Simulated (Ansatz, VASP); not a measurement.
# One calculation of AlNi, two programs

INCAR

```
SYSTEM = AlNi
PREC = Accurate
ENCUT = 520
EDIFF = 1E-7
ISMEAR = 0
SIGMA = 0.15
LREAL = .False.
LASPH = .True.
NELM = 80
ALGO = Fast
ISIF = 2
LWAVE = .False.
LCHARG = .False.
GGA = PS
NBANDS = 21
```

Contents of KPOINTS:

```
Automatic mesh
0
Gamma
  12 12 6
  0 0 0
```

The input POSCAR:

```
AlNi
1.0
    2.8621655516      0.0000000000      0.0000000000
    0.0000000000      2.8621655516      0.0000000000
    0.0000000000      0.0000000000      5.7243311031
Al Ni
2 2
Direct
    0.0000000000      0.0000000000      0.5000000000
    0.0000000000      0.0000000000      0.0000000000
    0.5000000000      0.5000000000      0.2500000000
    0.5000000000      0.5000000000      0.7500000000
```

Input for Ansatz:

```yaml
crystal:
  lattice:
    - [2.8621655516, 0.0, 0.0]
    - [0.0, 2.8621655516, 0.0]
    - [0.0, 0.0, 5.7243311031]
  atoms:
    - { symbol: Al, position: [0.0, 0.0, 0.5] }
    - { symbol: Al, position: [0.0, 0.0, 0.0] }
    - { symbol: Ni, position: [0.5, 0.5, 0.25] }
    - { symbol: Ni, position: [0.5, 0.5, 0.75] }
basis:
  ecutwfc: 420
kpoints:
  mp_grid: { grid: [12, 12, 6] }
hamiltonian:
  xc: pbesol
scf:
  occupations: { method: gaussian, width: 0.15 }
output:
  forces: true
  stress: true
  eigenvalues: true
  write_density: true
  write_potential: true
  elf: true
  volumetric_format: npy
```

Alike in both runs: task single point; functional PBEsol; k mesh 12 × 12 × 6; occupations gaussian, width 0.15 eV; no spin polarisation.

|  | VASP | Ansatz |
| --- | --- | --- |
| version | VASP 6.6.1 | Ansatz 0.2.0 |
| potentials or method | VASP PAW PBE potentials, release 64 (Al, Ni), cutoff 520 eV | scalar-relativistic, plane waves, PAW |
| valence electrons in the cell | 26 | 42 |

Ansatz gave:

| Quantity | Value |
| --- | --- |
| gap on the k mesh at the Fermi level (eV) | none |
| pressure (GPa) | 0.1 |

Question: Which values does VASP return?

Answer: gap on the k mesh at the Fermi level (eV): none; pressure (GPa): 0.4.

VASP's potentials were made for PBE, not for PBEsol. A gap of «none» marks a metal or a gap that the smearing closes. VASP's potentials hold 26 valence electrons a cell and Ansatz's 42, so a difference there can come from the potentials and not from the codes.
